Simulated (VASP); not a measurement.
LiF, 2 atoms in the cell. Symmetry: P4/mmm, No. 123, tetragonal system. The conventional cell has a = 2.662 Å, b = 2.662 Å, c = 2.355 Å, α = 90.00°, β = 90.00°, γ = 90.00°. Li (site symmetry 4/mmm) has 8 F at 2.22 Å and 6 Li at 2.35 to 2.66 Å within 2.9 Å. Within 2.9 Å of F (site symmetry 4/mmm) lie 8 Li at 2.22 Å and 6 F at 2.35 to 2.66 Å.  This cell differs from its parent crystal: strain +0.040 along x and y, -0.080 along z.

| Item | Value |
| --- | --- |
| Program | VASP 6.6.1 |
| Task | single point |
| Functional | PBE |
| Potentials or basis | VASP PAW PBE potentials, release 64 (Li_sv, F) |
| Cutoff | 520 eV |
| k mesh | 10 × 10 × 10 |
| Occupations | gaussian, width 0.05 eV |
| Spin | no spin polarisation |
| Dipole correction | no |
| Further INCAR settings | ALGO = Normal; EDIFF = 1e-07; NBANDS = 12 |

Potentials or basis: VASP PAW PBE potentials, release 64 (Li_sv, F).

Run with:

```sh
$ cat potpaw_PBE.64/Li_sv/POTCAR potpaw_PBE.64/F/POTCAR > POTCAR
$ mpirun -np 1 vasp_std > vasp.out
```

Hardware: 1 thread of AMD EPYC 7R43 64-Core Processor (Zen 3) (shared host).

Task: Estimate the wall time of this run.

Result: Wall time 22 s on 1 thread of AMD EPYC 7R43 64-Core Processor (Zen 3), on a shared host, peak memory 0.1 GiB. Counts: scf iterations 12, k points 126.
